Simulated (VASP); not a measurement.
# Ag (Fm-3m) in VASP: notebook

Runs on Ag. Level: BLYP+D3(BJ). Tasks: single point.

Program: VASP 6.6.1. These are calculated values, not measurements. Logs are shortened: lines on timing, memory, paths and dates and some standing lists are left out, and cuts for length are marked.

## (1) The cell of the first run

The structure is cubic, space group Fm-3m (No. 225). Conventional cell: a = 4.002 Å, b = 4.002 Å, c = 4.002 Å, α = 90.00°, β = 90.00°, γ = 90.00°. Within 3.7 Å of Ag (site symmetry m-3m) lie 12 Ag at 2.83 Å.

## (2) Single point, BLYP+D3(BJ), collinear spin, zero start (volume scaled by 0.94)

INCAR

```
SYSTEM = Ag
  PREC = Accurate
  ENCUT = 500
  EDIFF = 1E-6
  ISMEAR = 0
  SIGMA = 0.05
  LREAL = .FALSE.
  LASPH = .TRUE.
  NELM = 200
  ALGO = Normal
  ISIF = 2
  LWAVE = .FALSE.
  LCHARG = .FALSE.
  ISPIN = 2
  MAGMOM = 0
  LORBIT = 11
  NUPDOWN = 0.0
  LMAXMIX = 4
  GGA = B5
  ALDAX = 1.0
  AGGAX = 1.0
  AGGAC = 1.0
  ALDAC = 0.0
  IVDW = 12
  VDW_S6 = 1.0
  VDW_S8 = 2.6996
  VDW_A1 = 0.4298
  VDW_A2 = 4.2359
  NBANDS = 16
  GGA_COMPAT = .FALSE.
```

KPOINTS

```
Automatic mesh
0
G
  11 11 11
  0 0 0
```

POSCAR

```
Ag
1.0
    0.0000000000      2.0010495236      2.0010495236
    2.0010495236      0.0000000000      2.0010495236
    2.0010495236      2.0010495236      0.0000000000
Ag
1
Direct
    0.0000000000      0.0000000000      0.0000000000
```

Potentials or basis: VASP PAW PBE potentials, release 64 (Ag).

Command:

```bash
$ cat potpaw_PBE.64/Ag/POTCAR > POTCAR
$ mpirun -np 1 vasp_std > vasp.out
```

OUTCAR:

```text
SYSTEM = Ag
   PREC = Accurate
   ENCUT = 500
   EDIFF = 1E-6
   ISMEAR = 0
   LREAL = .FALSE.
   LASPH = .TRUE.
   NELM = 200
   ISIF = 2
   ISPIN = 2
   LORBIT = 11
   NUPDOWN = 0.0
   GGA = B5
   IVDW = 12
 IVDW          = 12

 ion  position               nearest neighbor table
   1  0.000  0.000  0.000-

  LATTYP: Found a face centered cubic cell.
 ALAT       =     4.0020990472

  Lattice vectors:

 A1 = (   0.0000000000,   2.0010495236,   2.0010495236)
 A2 = (   2.0010495236,   0.0000000000,   2.0010495236)
 A3 = (   2.0010495236,   2.0010495236,   0.0000000000)

Analysis of symmetry for initial positions (statically):
=====================================================================
 Subroutine PRICEL returns:
 Original cell was already a primitive cell.

 Routine SETGRP: Setting up the symmetry group for a
 face centered cubic supercell.

 Subroutine GETGRP returns: Found 48 space group operations
 (whereof 48 operations were pure point group operations)
 out of a pool of 48 trial point group operations.

The static configuration has the point symmetry O_h .

Analysis of symmetry for dynamics (positions and initial velocities):
=====================================================================
 Subroutine PRICEL returns:
 Original cell was already a primitive cell.

 Routine SETGRP: Setting up the symmetry group for a
 face centered cubic supercell.

 Subroutine GETGRP returns: Found 48 space group operations
 (whereof 48 operations were pure point group operations)
 out of a pool of 48 trial point group operations.

The dynamic configuration has the point symmetry O_h .

Analysis of structural, dynamic, and magnetic symmetry:
=====================================================================
 Subroutine PRICEL returns:
 Original cell was already a primitive cell.

 Routine SETGRP: Setting up the symmetry group for a
 face centered cubic supercell.

 Subroutine GETGRP returns: Found 48 space group operations
 (whereof 48 operations were pure point group operations)
 out of a pool of 48 trial point group operations.

The overall configuration has the point symmetry O_h .

 Subroutine INISYM returns: Found 48 space group operations
 (whereof 48 operations are pure point group operations),
 and found     1 'primitive' translations

----------------------------------------------------------------------------------------

                                     Primitive cell

  volume of cell :      16.0252

  direct lattice vectors                    reciprocal lattice vectors
     0.000000000  2.001049524  2.001049524    -0.249868878  0.249868878  0.249868878
     2.001049524  0.000000000  2.001049524     0.249868878 -0.249868878  0.249868878
     2.001049524  2.001049524  0.000000000     0.249868878  0.249868878 -0.249868878

  length of vectors
     2.829911375  2.829911375  2.829911375     0.432785593  0.432785593  0.432785593

  position of ions in fractional coordinates (direct lattice)
     0.000000000  0.000000000  0.000000000

  ion indices of the primitive-cell ions
   primitive index   ion index
                 1           1

----------------------------------------------------------------------------------------

 KPOINTS: Automatic mesh

Automatic generation of k-mesh.
 Grid dimensions read from file:
 generate k-points for:   11   11   11

 Generating k-lattice:

  Cartesian coordinates                     Fractional coordinates (reciprocal lattice)
    -0.022715353  0.022715353  0.022715353     0.090909091  0.000000000  0.000000000
     0.022715353 -0.022715353  0.022715353     0.000000000  0.090909091  0.000000000
     0.022715353  0.022715353 -0.022715353     0.000000000  0.000000000  0.090909091

  Length of vectors
     0.039344145  0.039344145  0.039344145

  Shift w.r.t. Gamma in fractional coordinates (k-lattice)
     0.000000000  0.000000000  0.000000000

 Subroutine IBZKPT returns following result:
 ===========================================

 Found     56 irreducible k-points:

 Following reciprocal coordinates:
            Coordinates               Weight
  0.000000  0.000000  0.000000      1.000000
  0.090909  0.000000  0.000000      8.000000
  0.181818  0.000000  0.000000      8.000000
  0.272727  0.000000  0.000000      8.000000
  0.363636  0.000000  0.000000      8.000000
  0.454545  0.000000  0.000000      8.000000
[... 16 lines left out ...]
 -0.272727  0.181818  0.000000     24.000000
 -0.181818  0.181818  0.000000     12.000000
 [... further k-points ...]
   k-points           NKPTS =     56   k-points in BZ     NKDIM =     56   number of bands    NBANDS=     16
   number of dos      NEDOS =    301   number of ions     NIONS =      1
   total plane-waves  NPLWV =  13824
   dimension x,y,z NGX =    24 NGY =   24 NGZ =   24
   dimension x,y,z NGXF=    48 NGYF=   48 NGZF=   48
   ions per type =               1
   NGX,Y,Z   is equivalent  to a cutoff of  14.10, 14.10, 14.10 a.u.
   NGXF,Y,Z  is equivalent  to a cutoff of  28.20, 28.20, 28.20 a.u.
 SYSTEM =  Ag
   PREC   = accura    normal or accurate (medium, high low for compatibility)
   ISTART =      0    job   : 0-new  1-cont  2-samecut
   ICHARG =      2    charge: 1-file 2-atom 10-const
   ISPIN  =      2    spin polarized calculation?
   LNONCOLLINEAR =      F non collinear calculations
   LSORBIT =      F    spin-orbit coupling
   LASPH  =      T    aspherical Exc in radial PAW
   ENCUT  =  500.0 eV  36.75 Ry    6.06 a.u.   5.16  5.16  5.16*2*pi/ulx,y,z
   NELM   =    200;   NELMIN=  2; NELMDL= -5     # of ELM steps
   EDIFF  = 0.1E-05   stopping-criterion for ELM
   LREAL  =      F    real-space projection
   EDIFFG = 0.1E-04   stopping-criterion for IOM
   NSW    =      0    number of steps for IOM
   IBRION =     -1    ionic relax: 0-MD 1-quasi-New 2-CG
   NFREE  =      0    steps in history (QN), initial steepest desc. (CG)
   ISIF   =      2    stress and relaxation
   ISYM   =      2    0-nonsym 1-usesym 2-fastsym
   POTIM  = 0.5000    time-step for ionic-motion
   TEBEG  =    0.0;   TEEND  =   0.0 temperature during run
   PSTRESS=    0.0 pullay stress
   NELECT =      11.0000    total number of electrons
   NUPDOWN=       0.0000    fix difference up-down
   EMIN   =  10.00;   EMAX   =-10.00  energy-range for DOS
   EFERMI =   0.00;   METHOD = LEGACY
   ISMEAR =     0;   SIGMA  =   0.05  broadening in eV -4-tet -1-fermi 0-gaus
   EFERMI_NEDOS =   21; number of points for ismear=-14 and -15
   IALGO  =     38    algorithm
   IMIX   =      4    mixing-type and parameters
     AMIX     =   0.40;   BMIX     =  1.00
     AMIX_MAG =   1.60;   BMIX_MAG =  1.00
  volume/ion in A,a.u.               =      16.03       108.14
  Fermi-wavevector in a.u.,A,eV,Ry     =   1.444124  2.728999 28.374880  2.085495
  Thomas-Fermi vector in A             =   2.562455
   LORBIT       =     11    0 simple, 1 ext, 2 COOP (PROOUT), +10 PAW based schemes
   GGA     = B5    functional components
   LHFCALC =     F    Hartree Fock is set to
   AEXX    =    0.0000 exact exchange contribution
   IVDW    =    12    specifies the selected vdW correction
   LEPSILON=     F    determine dielectric tensor
   LRPA    =     F    only Hartree local field effects (RPA)
 spin polarized calculation
 Gauss-broadening in eV      SIGMA  =   0.05
  energy-cutoff  :      500.00
  volume of cell :       16.03
 maximum number of plane-waves:       416
 NGX is ok and might be reduce to    24
   NGX = 11   NGY = 11   NGZ = 11

 number of electron      11.0000002 magnetization       0.0000000

 number of electron      11.0000002 magnetization      -0.0000000

 Free energy of the ion-electron system (eV)
  ---------------------------------------------------
  ext. energy  EPLUGINS =         0.00000000
  ---------------------------------------------------
  free energy    TOTEN  =        -1.91175977 eV

  energy without entropy =       -1.91122899  energy(sigma->0) =       -1.91149438

 E-fermi :  10.1664     XC(G=0): -11.9917

 val. band max:       10.1242434423   @ k =  -0.4545   0.0909   0.0000
 cond. band min:      10.2049266161   @ k =   0.4545   0.3636   0.0000
 fundamental gap:      0.0806831738
 Fermi energy:        10.1663550815

 spin component 1

 k-point     1 :       0.0000    0.0000    0.0000
  band No.  band energies     occupation
      1       1.7013      1.00000
      2       4.7206      1.00000
      3       4.7206      1.00000
      4       4.7206      1.00000
      5       5.8700      1.00000
      6       5.8700      1.00000
[... 8 lines left out ...]
     15      40.6389      0.00000
     16      40.6389      0.00000

 k-point     2 :       0.0909    0.0000    0.0000
  band No.  band energies     occupation
      1       1.9699      1.00000
      2       4.6609      1.00000
      3       4.7964      1.00000
      4       4.7964      1.00000
      5       5.8428      1.00000
      6       5.8428      1.00000
[... 8 lines left out ...]
     15      40.1993      0.00000
     16      40.1993      0.00000

 k-point     3 :       0.1818    0.0000    0.0000
  band No.  band energies     occupation
      1       2.6557      1.00000
      2       4.6346      1.00000
      3       4.9321      1.00000
      4       4.9321      1.00000
      5       5.8533      1.00000
      6       5.8533      1.00000
[... 8 lines left out ...]
     15      40.1325      0.00000
     16      41.5377      0.00000
[... 362 lines left out ...]
 k-point    23 :      -0.2727    0.1818    0.0000
  band No.  band energies     occupation
      1       3.8262      1.00000
      2       4.5322      1.00000
      3       5.0391      1.00000
      4       5.2576      1.00000
      5       5.8914      1.00000
      6       8.5030      1.00000
[... 8 lines left out ...]
     15      42.0604      0.00000
     16      44.9812      0.00000

 k-point    24 :      -0.1818    0.1818    0.0000
  band No.  band energies     occupation
      1       3.7962      1.00000
      2       4.2868      1.00000
      3       4.9697      1.00000
      4       5.4020      1.00000
      5       5.4346      1.00000
      6       7.1436      1.00000
[... 8 lines left out ...]
     15      41.6149      0.00000
     16      43.9638      0.00000

 [... further k-points ...]

 spin component 2

 k-point     1 :       0.0000    0.0000    0.0000
  band No.  band energies     occupation
      1       1.7013      1.00000
      2       4.7206      1.00000
      3       4.7206      1.00000
      4       4.7206      1.00000
      5       5.8700      1.00000
      6       5.8700      1.00000
[... 8 lines left out ...]
     15      40.6389      0.00000
     16      40.6389      0.00000

 k-point     2 :       0.0909    0.0000    0.0000
  band No.  band energies     occupation
      1       1.9699      1.00000
      2       4.6609      1.00000
      3       4.7964      1.00000
      4       4.7964      1.00000
      5       5.8428      1.00000
      6       5.8428      1.00000
[... 8 lines left out ...]
     15      40.1993      0.00000
     16      40.1993      0.00000

 k-point     3 :       0.1818    0.0000    0.0000
  band No.  band energies     occupation
      1       2.6557      1.00000
      2       4.6346      1.00000
      3       4.9321      1.00000
      4       4.9321      1.00000
      5       5.8533      1.00000
      6       5.8533      1.00000
[... 8 lines left out ...]
     15      40.1325      0.00000
     16      41.5377      0.00000
[... 362 lines left out ...]
 k-point    23 :      -0.2727    0.1818    0.0000
  band No.  band energies     occupation
      1       3.8262      1.00000
      2       4.5322      1.00000
      3       5.0391      1.00000
      4       5.2576      1.00000
      5       5.8914      1.00000
      6       8.5030      1.00000
[... 8 lines left out ...]
     15      42.0604      0.00000
     16      44.9812      0.00000

 k-point    24 :      -0.1818    0.1818    0.0000
  band No.  band energies     occupation
      1       3.7962      1.00000
      2       4.2868      1.00000
      3       4.9697      1.00000
      4       5.4020      1.00000
      5       5.4346      1.00000
      6       7.1436      1.00000
[... 8 lines left out ...]
     15      41.6149      0.00000
     16      43.9638      0.00000

 [... further k-points ...]

------------------------ aborting loop because EDIFF is reached ----------------------------------------

 Edisp (eV)   -1.43324

 E8    (eV) :    -1.0549

  FORCE on cell =-STRESS in cart. coord.  units (eV):
  Direction    XX          YY          ZZ          XY          YZ          ZX
  --------------------------------------------------------------------------------------
  -------------------------------------------------------------------------------------
  Total       0.67960     0.67960     0.67960    -0.00000    -0.00000    -0.00000
  in kB      67.94511    67.94511    67.94511    -0.00000    -0.00000    -0.00000
  external pressure =       67.95 kB  Pullay stress =        0.00 kB

 VOLUME and BASIS-vectors are now :
 -----------------------------------------------------------------------------
  energy-cutoff  :      500.00
  volume of cell :       16.03
      direct lattice vectors                 reciprocal lattice vectors
     0.000000000  2.001049524  2.001049524    -0.249868878  0.249868878  0.249868878
     2.001049524  0.000000000  2.001049524     0.249868878 -0.249868878  0.249868878
     2.001049524  2.001049524  0.000000000     0.249868878  0.249868878 -0.249868878

 POSITION                                       TOTAL-FORCE (eV/Angst)
 -----------------------------------------------------------------------------------
      0.00000      0.00000      0.00000         0.000000      0.000000      0.000000
 -----------------------------------------------------------------------------------
    total drift:                               -0.000000      0.000000     -0.000000

  FREE ENERGIE OF THE ION-ELECTRON SYSTEM (eV)
  ---------------------------------------------------
  free  energy   TOTEN  =        -3.3449968881 eV

  energy  without entropy=       -3.3444661116  energy(sigma->0) =       -3.34473150

 total charge

# of ion       s       p       d       tot
------------------------------------------
    1        0.442   0.341   9.194   9.977

 magnetization (x)

# of ion       s       p       d       tot
------------------------------------------
    1        0.000  -0.000   0.000   0.000
```

It took 16 s on 1 thread of Intel Xeon Platinum 8375C at 2.90GHz (Ice Lake), shared host; peak memory 0.17 GiB.

Results:

* Free energy: -3.3450 eV
* Pressure: 6.8 GPa
* Net moment: 0.00 μB per cell
* Valence electrons inside the program's atomic spheres: Ag 9.98
* Dispersion energy per atom: -1.433 eV

Caveat: the PAW data sets were made with another functional, which shifts forces and pressure a little; the total moment is fixed, so each spin has its own Fermi level.

(Continued in part 2 of 2.)
